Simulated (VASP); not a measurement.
The system is ZrC.

```
CELL_PARAMETERS angstrom
3.39148 0.00000 0.00000
-1.69574 2.93710 0.00000
0.00000 0.00000 5.29005
ATOMIC_POSITIONS crystal
Zr 0.66667 0.33333 0.75000
Zr 0.33333 0.66667 0.25000
C 0.00000 0.00000 0.50000
C 0.00000 0.00000 0.00000
```

Base run:

- Program: VASP 6.6.1
- Functional: PBEsol
- Potentials or basis: VASP PAW PBE potentials, release 64 (Zr_sv, C)
- Cutoff: 520 eV
- k mesh: 9 × 9 × 5
- Occupations: fermi-dirac, width 0.05 eV
- Spin: no spin polarisation
- Hubbard terms: Zr d U = 3.0 eV

Its results: band gap on the k mesh zero (band 16 reaches 11.16 eV, above the bottom of band 17 at 10.01 eV); pressure 0.7 GPa.

After a change of settings the same cell gave: band gap on the k mesh zero (band 16 reaches 10.96 eV, above the bottom of band 17 at 9.87 eV); pressure -2.1 GPa. Which change was it?
A. hubbard terms from Zr d U = 3.0 eV to Zr d U = 5.0 eV; further incar settings from ALGO = Normal; EDIFF = 1e-06; NBANDS = 24 to ALGO = Normal; EDIFF = 1e-07; NBANDS = 24
B. hubbard terms from Zr d U = 3.0 eV to Zr d U = 2.0 eV
C. hubbard terms from Zr d U = 3.0 eV to Zr d U = 8.0 eV

B.

Caveats: the PAW data sets were made with another functional, which shifts forces and pressure a little; U without spin polarisation on a metal has little footing; the U is typed as a test and isn't derived for this compound.
